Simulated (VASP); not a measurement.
Write the native input for VASP 6.6.1 that does the following.

```
Task                   : single point
Functional             : PBE
Potentials or basis    : VASP PAW PBE potentials, release 64 (Cd, Te)
Cutoff                 : 520 eV
k mesh                 : 10 × 10 × 10
Occupations            : fermi-dirac, width 0.05 eV
Spin                   : no spin polarisation
Dipole correction      : no
Further INCAR settings : ALGO = Normal; EDIFF = 1e-07; NBANDS = 16
```

The structure of CdTe lies in POSCAR:

```
CdTe
1.0
    0.0000000000      2.7762963326      2.7762963326
    2.7762963326      0.0000000000      2.7762963326
    2.7762963326      2.7762963326      0.0000000000
Cd Te
1 1
Direct
    0.0000000000      0.0000000000      0.0000000000
    0.2500000000      0.2500000000      0.2500000000
```

This cell differs from its parent crystal: volume scaled by 0.65.

The input as run:

INCAR

```
SYSTEM = CdTe
ALGO     = Normal         ! electronic algorithm
EDIFF    = 1E-7           ! SCF threshold, eV
ENCUT    = 520            ! plane-wave cutoff, eV
GGA      = PE             ! functional
ISIF     = 2              ! what is computed and relaxed
ISMEAR   = -1             ! smearing method
LASPH    = .True.         ! aspherical terms in the spheres
LCHARG   = .False.        ! write CHGCAR
LREAL    = .False.        ! projectors in reciprocal space
LWAVE    = .False.        ! write WAVECAR
NBANDS   = 16             ! bands
NELM     = 100            ! most SCF steps
PREC     = Accurate       ! precision mode
SIGMA    = 0.05           ! smearing width, eV
```

KPOINTS

```
k-points
0
Gamma
  10 10 10
  0 0 0
```

Potentials or basis: VASP PAW PBE potentials, release 64 (Cd, Te).

The run is started by

```console
$ cat potpaw_PBE.64/Cd/POTCAR potpaw_PBE.64/Te/POTCAR > POTCAR
$ mpirun -np 1 vasp_std > vasp.out
```

It gave:

| Item | Value |
| --- | --- |
| Pressure | 65.7 GPa |
| Band gap on the k mesh | 1.15 eV, indirect (least direct gap 2.15 eV) |

Caveat: spin-orbit coupling is left out, which moves the levels of the heavy elements.

It took 52 s on 1 thread of Intel(R) Xeon(R) Platinum 8488C (Sapphire Rapids), on a shared host, peak memory 0.18 GiB.
